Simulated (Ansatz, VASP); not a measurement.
# Nb: VASP beside Ansatz

Contents of INCAR:

```
  PREC = Accurate
  ENCUT = 500
  EDIFF = 1E-6
  ISMEAR = 0
  SIGMA = 0.15
  LREAL = False
  LASPH = True
  NELM = 120
  ALGO = Normal
  ISIF = 2
  LWAVE = False
  LCHARG = True
  GGA = PS
  LELF = True
  LVHAR = True
  NBANDS = 12
  GGA_COMPAT = False
```

Contents of KPOINTS:

```
Automatic mesh
0
Gamma
  20 20 20
```

The input POSCAR:

```
Nb
1.0
    0.0000000000      2.1150000000      2.1150000000
    1.9563750000      0.0000000000      2.1150000000
    1.9563750000      2.1150000000      0.0000000000
Nb
1
Direct
    0.0000000000      0.0000000000      0.0000000000
```

Input for Ansatz:

```yaml
crystal:
  lattice:
    - [0.0, 2.115, 2.115]
    - [1.956375, 0.0, 2.115]
    - [1.956375, 2.115, 0.0]
  atoms:
    - { symbol: Nb, position: [0.0, 0.0, 0.0] }
basis:
  ecutwfc: 420
kpoints:
  mp_grid: { grid: [20, 20, 20] }
hamiltonian:
  xc: pbesol
scf:
  occupations: { method: gaussian, width: 0.15 }
output:
  forces: true
  stress: true
  eigenvalues: true
```

Change from the starting cell: strain -0.0750 x Voigt [1, 0, 0, 0, 0, 0], atoms carried along.

Alike in both runs: task single point; functional PBEsol; k mesh 20 × 20 × 20; occupations gaussian, width 0.15 eV; no spin polarisation.

```csv
,VASP,Ansatz
version,VASP 6.6.1,Ansatz 0.2.0
potentials or method,"VASP PAW PBE potentials, release 64 (Nb_sv), cutoff 500 eV","scalar-relativistic, plane waves, PAW"
valence electrons in the cell,13,13
```

|  | VASP | Ansatz | Ansatz less VASP |
| --- | --- | --- | --- |
| gap on the k mesh at the Fermi level (eV) | none | none | - |
| pressure (GPa) | 5.0 | 5.4 | +0.37 |
| traceless stress, the component that is largest in VASP (GPa) | -13.46 | -13.52 | -0.065 |

VASP's potentials were made for PBE, not for PBEsol. A gap of «none» marks a metal or a gap that the smearing closes.
